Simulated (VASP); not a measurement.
Write the native input for VASP 6.6.1 that does the following.

- Task: single point
- Functional: PBE
- Potentials or basis: VASP PAW PBE potentials, release 64 (Se)
- Cutoff: 520 eV
- k mesh: 8 × 8 × 6
- Occupations: fermi-dirac, width 0.1 eV
- Spin: no spin polarisation
- Dipole correction: no
- Further INCAR settings: ALGO = Normal; EDIFF = 1e-07; NBANDS = 16

The structure of Se lies in POSCAR:

```
Se
1.0
    4.3662000000      0.0000000000      0.0000000000
   -2.1831000000      3.7812401180      0.0000000000
    0.0000000000      0.0000000000      4.9536000000
Se
3
Direct
    0.7789440000      0.7780360000      0.0026320000
    0.0091810000      0.2360590000      0.6578350000
    0.2278140000      0.0017800000      0.3273810000
```

The input as run:

INCAR

```
SYSTEM = Se
PREC     = Accurate       ! precision mode
ENCUT    = 520            ! plane-wave cutoff, eV
EDIFF    = 1E-7           ! SCF threshold, eV
ISMEAR   = -1             ! smearing method
SIGMA    = 0.1            ! smearing width, eV
LREAL    = .False.        ! projectors in reciprocal space
LASPH    = .True.         ! aspherical terms in the spheres
NELM     = 60             ! most SCF steps
ALGO     = Normal         ! electronic algorithm
ISIF     = 2              ! what is computed and relaxed
LWAVE    = .False.        ! write WAVECAR
LCHARG   = .True.         ! write CHGCAR
GGA      = PE             ! functional
LELF     = .True.         ! ELF
LVHAR    = .True.       
NBANDS   = 16             ! bands
```

KPOINTS

```
Automatic mesh
0
Gamma
  8 8 6
  0 0 0
```

Potentials or basis: VASP PAW PBE potentials, release 64 (Se).

Launch:

```bash
$ cat potpaw_PBE.64/Se/POTCAR > POTCAR
$ mpirun -np 1 vasp_std > vasp.out
```

It gave:

```json
{"Pressure": "2.7 GPa", "Largest force": "0.651 eV/Å", "Band gap on the k mesh": "0.90 eV (least direct gap 1.14 eV)"}
```

It took 2.7 min on 1 thread of Intel(R) Xeon(R) Platinum 8259CL CPU @ 2.50GHz (Skylake/Cascade Lake), on a shared host, peak memory 0.33 GiB.
